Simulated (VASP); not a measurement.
Set up this calculation in VASP 6.6.1, as the native input.

```yaml
Task: single point
Functional: PBEsol
Potentials_or_basis: VASP PAW PBE potentials, release 64 (Zr_sv, C)
Cutoff: 520 eV
k_mesh: 12 × 12 × 12
Occupations: gaussian, width 0.1 eV
Spin: no spin polarisation
Dipole_correction: no
Further_INCAR_settings: ALGO = Normal; EDIFF = 1e-06; NBANDS = 15
```

The structure of ZrC lies in POSCAR:

```
ZrC
1.0
    3.1830776023      0.0000000000      0.0000000000
   -1.5915388012      2.7566260658      0.0000000000
    1.5915388012      0.9188753553      2.8165077664
Zr C
1 1
Direct
    0.0000000000      0.0000000000      0.0000000000
    0.0000000000      0.5000000000      0.5000000000
```

The input as run:

INCAR

```
SYSTEM = ZrC
  PREC = Accurate
  ENCUT = 520
  EDIFF = 1E-6
  ISMEAR = 0
  SIGMA = 0.1
  LREAL = .False.
  LASPH = .True.
  NELM = 80
  ALGO = Normal
  ISIF = 2
  LWAVE = .False.
  LCHARG = .True.
  GGA = PS
  LELF = .True.
  LVHAR = .True.
  NBANDS = 15
```

KPOINTS

```
Automatic mesh
0
Gamma
  12 12 12
  0 0 0
```

Potentials or basis: VASP PAW PBE potentials, release 64 (Zr_sv, C).

Launch:

```bash
$ cat potpaw_PBE.64/Zr_sv/POTCAR potpaw_PBE.64/C/POTCAR > POTCAR
$ mpirun -np 1 vasp_std > vasp.out
```

Results of the run:

| Item | Value |
| --- | --- |
| Pressure | 7.7 GPa |
| Band gap on the k mesh | zero (band 8 reaches 11.25 eV, above the bottom of band 9 at 9.86 eV) |

Caveat: the PAW data sets were made with another functional, which shifts forces and pressure a little.

It used 120 s of CPU time on 1 thread of AMD EPYC 7R13 Processor (Zen 3), with other jobs on the host.
